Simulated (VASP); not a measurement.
# SnO (Pmn2_1) in VASP: notebook

The runs below take SnO through single point, with PBE+D3(BJ).

Everything below comes from runs of VASP 6.6.1. Logs are shortened: lines on timing, memory, paths and dates and some standing lists are left out, and cuts for length are marked.

### 1 The cell of the first run

The structure is orthorhombic, space group Pmn2_1 (No. 31). The conventional cell has a = 2.884 Å, b = 5.913 Å, c = 4.043 Å, α = 90.00°, β = 90.00°, γ = 90.00°. Sn (site symmetry m) has 3 O at 2.02 to 2.22 Å within 2.7 Å. Within 2.7 Å of O (site symmetry m) lie 3 Sn at 2.02 to 2.22 Å.

### 2 Single point, PBE+D3(BJ) (17.24 Å³/atom)

Contents of INCAR:

```
SYSTEM = SnO
PREC     = Accurate       ! precision mode
ENCUT    = 520            ! plane-wave cutoff, eV
EDIFF    = 1E-7           ! SCF threshold, eV
ISMEAR   = 0              ! smearing method
SIGMA    = 0.05           ! smearing width, eV
LREAL    = .False.        ! projectors in reciprocal space
LASPH    = .True.         ! aspherical terms in the spheres
NELM     = 80             ! most SCF steps
ALGO     = Normal         ! electronic algorithm
ISIF     = 2              ! what is computed and relaxed
LWAVE    = .False.        ! write WAVECAR
LCHARG   = .False.        ! write CHGCAR
GGA      = PE             ! functional
IVDW     = 12             ! dispersion correction
NBANDS   = 28             ! bands
```

Contents of KPOINTS:

```
Automatic mesh
0
Gamma
  10 6 8
  0 0 0
```

Contents of POSCAR:

```
SnO
1.0
    2.8837497711      0.0000000000      0.0000000000
    0.0000000000      5.9133213500      0.0000000000
    0.0000000000      0.0000000000      4.0432688433
Sn O
2 2
Direct
    0.0000000000      0.2345104856      0.5269946555
    0.5000000000      0.7654895144      0.0269946555
    0.0000000000      0.8836051479      0.7230063445
    0.5000000000      0.1163948521      0.2230063445
```

Potentials or basis: VASP PAW PBE potentials, release 64 (Sn_d, O).

Started as:

```sh
cat potpaw_PBE.64/Sn_d/POTCAR potpaw_PBE.64/O/POTCAR > POTCAR
mpirun -np 1 vasp_std > vasp.out
```

OUTCAR:

```text
SYSTEM = SnO
   PREC = Accurate
   ENCUT = 520
   EDIFF = 1E-7
   ISMEAR = 0
   LREAL = .False.
   LASPH = .True.
   NELM = 80
   ISIF = 2
   GGA = PE
   IVDW = 12
 IVDW          = 12

 ion  position               nearest neighbor table
   1  0.000  0.235  0.527-   4 2.02   4 2.02   3 2.22   2 3.72   2 3.72   2 3.72   2 3.72
   2  0.500  0.765  0.027-   3 2.02   3 2.02   4 2.22   1 3.72   1 3.72   1 3.72   1 3.72
   3  0.000  0.884  0.723-   2 2.02   2 2.02   1 2.22
   4  0.500  0.116  0.223-   1 2.02   1 2.02   2 2.22

  LATTYP: Found a simple orthorhombic cell.
 ALAT       =     2.8837497711
 B/A-ratio  =     1.4020872698
 C/A-ratio  =     2.0505667341

  Lattice vectors:

 A1 = (  -2.8837497711,   0.0000000000,   0.0000000000)
 A2 = (   0.0000000000,   0.0000000000,   4.0432688433)
 A3 = (   0.0000000000,   5.9133213500,   0.0000000000)

Analysis of symmetry for initial positions (statically):
=====================================================================
 Subroutine PRICEL returns:
 Original cell was already a primitive cell.

 Routine SETGRP: Setting up the symmetry group for a
 simple orthorhombic supercell.

 Subroutine GETGRP returns: Found  4 space group operations
 (whereof  2 operations were pure point group operations)
 out of a pool of  8 trial point group operations.

The static configuration has the point symmetry C_1h.
 The point group associated with its full space group is C_2v.

Analysis of symmetry for dynamics (positions and initial velocities):
=====================================================================
 Subroutine PRICEL returns:
 Original cell was already a primitive cell.

 Routine SETGRP: Setting up the symmetry group for a
 simple orthorhombic supercell.

 Subroutine GETGRP returns: Found  4 space group operations
 (whereof  2 operations were pure point group operations)
 out of a pool of  8 trial point group operations.

The dynamic configuration has the point symmetry C_1h.
 The point group associated with its full space group is C_2v.

 Subroutine INISYM returns: Found  4 space group operations
 (whereof  2 operations are pure point group operations),
 and found     1 'primitive' translations

----------------------------------------------------------------------------------------

                                     Primitive cell

  volume of cell :      68.9480

  direct lattice vectors                    reciprocal lattice vectors
     2.883749771  0.000000000  0.000000000     0.346770725  0.000000000  0.000000000
     0.000000000  5.913321350  0.000000000     0.000000000  0.169109700  0.000000000
     0.000000000  0.000000000  4.043268843     0.000000000  0.000000000  0.247324637

  length of vectors
     2.883749771  5.913321350  4.043268843     0.346770725  0.169109700  0.247324637

  position of ions in fractional coordinates (direct lattice)
     0.000000000  0.234510486  0.526994655
     0.500000000  0.765489514  0.026994655
     0.000000000  0.883605148  0.723006344
     0.500000000  0.116394852  0.223006344

  ion indices of the primitive-cell ions
   primitive index   ion index
                 1           1
                 2           2
                 3           3
                 4           4

----------------------------------------------------------------------------------------

 KPOINTS: Automatic mesh

Automatic generation of k-mesh.
 Grid dimensions read from file:
 generate k-points for:   10    6    8

 Generating k-lattice:

  Cartesian coordinates                     Fractional coordinates (reciprocal lattice)
     0.034677073  0.000000000  0.000000000     0.100000000  0.000000000  0.000000000
     0.000000000  0.028184950  0.000000000     0.000000000  0.166666667  0.000000000
     0.000000000  0.000000000  0.030915580     0.000000000  0.000000000  0.125000000

  Length of vectors
     0.034677073  0.028184950  0.030915580

  Shift w.r.t. Gamma in fractional coordinates (k-lattice)
     0.000000000  0.000000000  0.000000000

 Subroutine IBZKPT returns following result:
 ===========================================

 Found    120 irreducible k-points:

 Following reciprocal coordinates:
            Coordinates               Weight
  0.000000  0.000000  0.000000      1.000000
  0.100000  0.000000  0.000000      2.000000
  0.200000  0.000000  0.000000      2.000000
  0.300000  0.000000  0.000000      2.000000
  0.400000  0.000000  0.000000      2.000000
  0.500000  0.000000  0.000000      1.000000
[... 16 lines left out ...]
  0.400000  0.500000  0.000000      2.000000
  0.500000  0.500000  0.000000      1.000000
 [... further k-points ...]
   k-points           NKPTS =    120   k-points in BZ     NKDIM =    120   number of bands    NBANDS=     28
   number of dos      NEDOS =    301   number of ions     NIONS =      4
   total plane-waves  NPLWV =  34560
   dimension x,y,z NGX =    24 NGY =   48 NGZ =   30
   dimension x,y,z NGXF=    48 NGYF=   96 NGZF=   60
   ions per type =               2   2
   NGX,Y,Z   is equivalent  to a cutoff of  13.84, 13.49, 12.34 a.u.
   NGXF,Y,Z  is equivalent  to a cutoff of  27.67, 26.99, 24.67 a.u.
 SYSTEM =  SnO
   PREC   = accura    normal or accurate (medium, high low for compatibility)
   ISTART =      0    job   : 0-new  1-cont  2-samecut
   ICHARG =      2    charge: 1-file 2-atom 10-const
   ISPIN  =      1    spin polarized calculation?
   LNONCOLLINEAR =      F non collinear calculations
   LSORBIT =      F    spin-orbit coupling
   LASPH  =      T    aspherical Exc in radial PAW
   ENCUT  =  520.0 eV  38.22 Ry    6.18 a.u.   5.36 10.99  7.52*2*pi/ulx,y,z
   NELM   =     80;   NELMIN=  2; NELMDL= -5     # of ELM steps
   EDIFF  = 0.1E-06   stopping-criterion for ELM
   LREAL  =      F    real-space projection
   EDIFFG = 0.1E-05   stopping-criterion for IOM
   NSW    =      0    number of steps for IOM
   IBRION =     -1    ionic relax: 0-MD 1-quasi-New 2-CG
   NFREE  =      0    steps in history (QN), initial steepest desc. (CG)
   ISIF   =      2    stress and relaxation
   ISYM   =      2    0-nonsym 1-usesym 2-fastsym
   POTIM  = 0.5000    time-step for ionic-motion
   TEBEG  =    0.0;   TEEND  =   0.0 temperature during run
   PSTRESS=    0.0 pullay stress
   NELECT =      40.0000    total number of electrons
   NUPDOWN=      -1.0000    fix difference up-down
   EMIN   =  10.00;   EMAX   =-10.00  energy-range for DOS
   EFERMI =   0.00;   METHOD = LEGACY
   ISMEAR =     0;   SIGMA  =   0.05  broadening in eV -4-tet -1-fermi 0-gaus
   EFERMI_NEDOS =   21; number of points for ismear=-14 and -15
   IALGO  =     38    algorithm
   IMIX   =      4    mixing-type and parameters
     AMIX     =   0.40;   BMIX     =  1.00
     AMIX_MAG =   1.60;   BMIX_MAG =  1.00
  volume/ion in A,a.u.               =      17.24       116.32
  Fermi-wavevector in a.u.,A,eV,Ry     =   1.365382  2.580198 25.364917  1.864269
  Thomas-Fermi vector in A             =   2.491616
   LORBIT       =      0    0 simple, 1 ext, 2 COOP (PROOUT), +10 PAW based schemes
   GGA     = PE    functional components
   LHFCALC =     F    Hartree Fock is set to
   AEXX    =    0.0000 exact exchange contribution
   IVDW    =    12    specifies the selected vdW correction
   LEPSILON=     F    determine dielectric tensor
   LRPA    =     F    only Hartree local field effects (RPA)
 non-spin polarized calculation
 Gauss-broadening in eV      SIGMA  =   0.05
  energy-cutoff  :      520.00
  volume of cell :       68.95
 maximum number of plane-waves:      1876
 NGX is ok and might be reduce to    24
   NGX = 11   NGY = 21   NGZ = 15

 number of electron      40.0000004 magnetization

 Free energy of the ion-electron system (eV)
  ---------------------------------------------------
  ext. energy  EPLUGINS =         0.00000000
  ---------------------------------------------------
  free energy    TOTEN  =       -21.44362210 eV

  energy without entropy =      -21.44362210  energy(sigma->0) =      -21.44362210

 E-fermi :   6.5431     XC(G=0): -10.2876

 val. band max:        6.3330378128   @ k =   0.4000   0.0000   0.1250
 cond. band min:       7.6051347293   @ k =   0.4000   0.5000   0.0000
 fundamental gap:      1.2720969164
 Fermi energy:         6.5431472303

 k-point     1 :       0.0000    0.0000    0.0000
  band No.  band energies     occupation
      1     -15.2260      2.00000
      2     -14.9258      2.00000
      3     -14.5156      2.00000
      4     -14.3579      2.00000
      5     -14.3370      2.00000
      6     -14.3360      2.00000
[... 20 lines left out ...]
     27      16.4555      0.00000
     28      17.9245      0.00000

 k-point     2 :       0.1000    0.0000    0.0000
  band No.  band energies     occupation
      1     -15.2005      2.00000
      2     -14.8843      2.00000
      3     -14.5009      2.00000
      4     -14.4484      2.00000
      5     -14.3605      2.00000
      6     -14.3264      2.00000
[... 20 lines left out ...]
     27      16.3388      0.00000
     28      16.8186      0.00000

 k-point     3 :       0.2000    0.0000    0.0000
  band No.  band energies     occupation
      1     -15.1661      2.00000
      2     -14.8769      2.00000
      3     -14.5378      2.00000
      4     -14.4660      2.00000
      5     -14.3911      2.00000
      6     -14.3748      2.00000
[... 20 lines left out ...]
     27      15.5076      0.00000
     28      16.9118      0.00000

 k-point     4 :       0.3000    0.0000    0.0000
  band No.  band energies     occupation
      1     -15.1889      2.00000
      2     -15.0380      2.00000
      3     -14.4663      2.00000
      4     -14.4467      2.00000
      5     -14.4344      2.00000
      6     -14.4098      2.00000
[... 20 lines left out ...]
     27      15.6349      0.00000
     28      16.5120      0.00000

 k-point     5 :       0.4000    0.0000    0.0000
  band No.  band energies     occupation
      1     -15.2410      2.00000
      2     -15.1840      2.00000
      3     -14.5065      2.00000
      4     -14.5026      2.00000
      5     -14.3942      2.00000
      6     -14.3700      2.00000
[... 20 lines left out ...]
     27      15.6316      0.00000
     28      16.8797      0.00000

 k-point     6 :       0.5000    0.0000    0.0000
  band No.  band energies     occupation
      1     -15.2518      2.00000
      2     -15.2518      2.00000
      3     -14.5244      2.00000
      4     -14.5244      2.00000
      5     -14.3713      2.00000
      6     -14.3713      2.00000
[... 463 lines left out ...]
      5     -14.3850      2.00000
      6     -14.3809      2.00000
[... 20 lines left out ...]
     27      15.8655      0.00000
     28      18.1821      0.00000

 k-point    22 :       0.3000    0.5000    0.0000
  band No.  band energies     occupation
      1     -15.1907      2.00000
      2     -15.0374      2.00000
      3     -14.4661      2.00000
      4     -14.4525      2.00000
      5     -14.4389      2.00000
      6     -14.3967      2.00000
[... 20 lines left out ...]
     27      16.0465      0.00000
     28      17.2409      0.00000

 k-point    23 :       0.4000    0.5000    0.0000
  band No.  band energies     occupation
      1     -15.2440      2.00000
      2     -15.1851      2.00000
      3     -14.5077      2.00000
      4     -14.5059      2.00000
      5     -14.3824      2.00000
      6     -14.3716      2.00000
[... 20 lines left out ...]
     27      15.6660      0.00000
     28      16.4674      0.00000

 k-point    24 :       0.5000    0.5000    0.0000
  band No.  band energies     occupation
      1     -15.2541      2.00000
      2     -15.2541      2.00000
      3     -14.5265      2.00000
      4     -14.5265      2.00000
      5     -14.3659      2.00000
      6     -14.3659      2.00000
[... 20 lines left out ...]
     27      16.3804      0.00000
     28      16.3804      0.00000

 [... further k-points ...]

------------------------ aborting loop because EDIFF is reached ----------------------------------------

 Edisp (eV)   -0.96644

 E8    (eV) :    -0.4211

  FORCE on cell =-STRESS in cart. coord.  units (eV):
  Direction    XX          YY          ZZ          XY          YZ          ZX
  --------------------------------------------------------------------------------------
  -------------------------------------------------------------------------------------
  Total      14.08267     0.04513     4.07440     0.00000     0.00000     0.00000
  in kB     327.24569     1.04862    94.67872     0.00000     0.00000     0.00000
  external pressure =      140.99 kB  Pullay stress =        0.00 kB

 VOLUME and BASIS-vectors are now :
 -----------------------------------------------------------------------------
  energy-cutoff  :      520.00
  volume of cell :       68.95
      direct lattice vectors                 reciprocal lattice vectors
     2.883749771  0.000000000  0.000000000     0.346770725  0.000000000  0.000000000
     0.000000000  5.913321350  0.000000000     0.000000000  0.169109700  0.000000000
     0.000000000  0.000000000  4.043268843     0.000000000  0.000000000  0.247324637

 POSITION                                       TOTAL-FORCE (eV/Angst)
 -----------------------------------------------------------------------------------
      0.00000      1.38674      2.13078         0.000000      0.764052      1.353179
      1.44187      4.52659      0.10915         0.000000     -0.764052      1.353179
      0.00000      5.22504      2.92331         0.000000      0.827374     -1.353179
      1.44187      0.68828      0.90167         0.000000     -0.827374     -1.353179
 -----------------------------------------------------------------------------------
    total drift:                                0.000000      0.000000      0.000960

  FREE ENERGIE OF THE ION-ELECTRON SYSTEM (eV)
  ---------------------------------------------------
  free  energy   TOTEN  =       -22.4100662495 eV

  energy  without entropy=      -22.4100662495  energy(sigma->0) =      -22.41006625
```

Wall time 90 s (1 thread of Intel Xeon 6975P-C (Granite Rapids), shared host); peak memory 0.32 GiB.

Results:

- Free energy: -22.4101 eV
- Pressure: 14.1 GPa
- Largest force: 1.586 eV/Å
- Band gap on the k mesh: 1.27 eV (least direct gap 1.40 eV)
- Dispersion energy per atom: -0.242 eV

Forces on the atoms (eV/Å):
```
Sn   0.000  0.764  1.353
Sn   0.000 -0.764  1.353
O    0.000  0.827 -1.353
O    0.000 -0.827 -1.353
```

Caveat: the stress differs along the axes, from 0 to 33 GPa; spin-orbit coupling is left out, which moves the levels of the heavy elements; forces of over 1 eV/Å act on the atoms, so gaps and moduli don't describe the material at rest. A k mesh can miss the band edges.

(Part 1 of 2 ends here.)
